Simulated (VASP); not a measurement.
A run of VASP 6.6.1 is set up as follows.

File INCAR:

```
ALGO = Normal ; EDIFF = 1E-6
ENCUT = 520 ; GGA = CA
ISIF = 2 ; ISMEAR = 0
LASPH = True ; LCHARG = False
LREAL = False ; LWAVE = False
NBANDS = 50 ; NELM = 80
PREC = Accurate ; SIGMA = 0.15
```

KPOINTS

```
k-points
0
Gamma
  9 9 8
```

Contents of POSCAR:

```
Ta2N
1.0
    5.2641495424      0.0000000000      0.0000000000
   -2.6320747712      4.5588872330      0.0000000000
    0.0000000000      0.0000000000      4.8182760762
Ta N
6 3
Direct
    0.6310702833      0.6310702833      0.7526041962
    0.0000000000      0.3689297167      0.7526041962
    0.3689297167      0.0000000000      0.7526041962
    0.3689297167      0.3689297167      0.2473958038
    0.0000000000      0.6310702833      0.2473958038
    0.6310702833      0.0000000000      0.2473958038
    0.6666666667      0.3333333333      0.5000000000
    0.3333333333      0.6666666667      0.5000000000
    0.0000000000      0.0000000000      0.0000000000
```

Potentials or basis: VASP PAW LDA potentials, release 64 (Ta_pv, N).

The run is started by

```console
$ cat potpaw_LDA.64/Ta_pv/POTCAR potpaw_LDA.64/N/POTCAR > POTCAR
$ mpirun -np 1 vasp_std > vasp.out
```

Problem. What does it give for the largest force?

Solution. 4.988 eV/Å.

Problem. What does it give for the band gap on the k mesh?

Solution. Zero (an odd number of electrons rules out a gap without spin polarisation).

Stress tensor (GPa, compression positive):
```
 9.64  0.00  0.00
 0.00  9.64  0.00
 0.00  0.00 15.64
```

Caveat: the cell stands under pressure; spin-orbit coupling is left out, which moves the levels of the heavy elements; forces of over 1 eV/Å act on the atoms, so gaps and moduli don't describe the material at rest.
